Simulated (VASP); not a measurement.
BiO:

```xyz
4
Lattice="3.7477 0.0000 0.0000 0.0000 3.7477 0.0000 0.0000 0.0000 5.3001" Properties=species:S:1:pos:R:3 pbc="T T T"
Bi    1.8739    0.0000    3.9751
Bi    0.0000    1.8739    1.3250
O     0.0000    0.0000    0.0000
O     1.8739    1.8739    0.0000
```

```yaml
Program: VASP 6.6.1
Task: relaxation of cell and atoms
Functional: PBE
Potentials_or_basis: VASP PAW PBE potentials, release 64 (Bi_d, O)
Cutoff: 600 eV
k_mesh: 4 × 4 × 4
Occupations: gaussian, width 0.1 eV
Spin: no spin polarisation
```

At the start: pressure 10.0 GPa; volume 18.61 Å³/atom.

Where does the relaxation end?

Over 14 steps the energy falls by 82.8 meV/atom and the volume is 20.22 Å³/atom (+8.6 %); space group P4/nmm (No. 129, to 0.05 Å).

The path:
```tsv
step	energy change (eV)	largest force (eV/Å)	pressure (GPa)	volume (Å³)
1	0.0000	0.9786	9.98	74.44
2	-0.0271	1.4990	-6.78	87.63
3	-0.2115	0.4697	-0.08	80.80
4	-0.2571	0.1422	-0.31	81.72
5	-0.2840	0.0183	-0.41	82.88
6	-0.3104	0.0781	-0.98	84.99
7	-0.3105	0.0515	-0.84	84.58
8	-0.3141	0.3073	0.94	82.57
9	-0.3152	0.2249	0.34	83.21
10	-0.3212	0.1799	0.30	82.67
11	-0.3305	0.0817	0.25	81.04
12	-0.3310	0.0677	0.24	80.61
13	-0.3307	0.0429	-0.54	81.25
14	-0.3313	0.0238	-0.08	80.87
```

Final structure:
```yaml
crystal:
  lattice:
    - [4.10764, 0.00000, 0.00000]
    - [0.00000, 4.10764, 0.00000]
    - [0.00000, 0.00000, 4.79292]
  atoms:
    - { symbol: Bi, position: [0.50000, 0.00000, 0.74828] }
    - { symbol: Bi, position: [0.00000, 0.50000, 0.25172] }
    - { symbol: O, position: [0.00000, 0.00000, 0.00000] }
    - { symbol: O, position: [0.50000, 0.50000, 0.00000] }
```

Caveat: the k points lie up to 0.38 Å⁻¹ apart in the final cell.
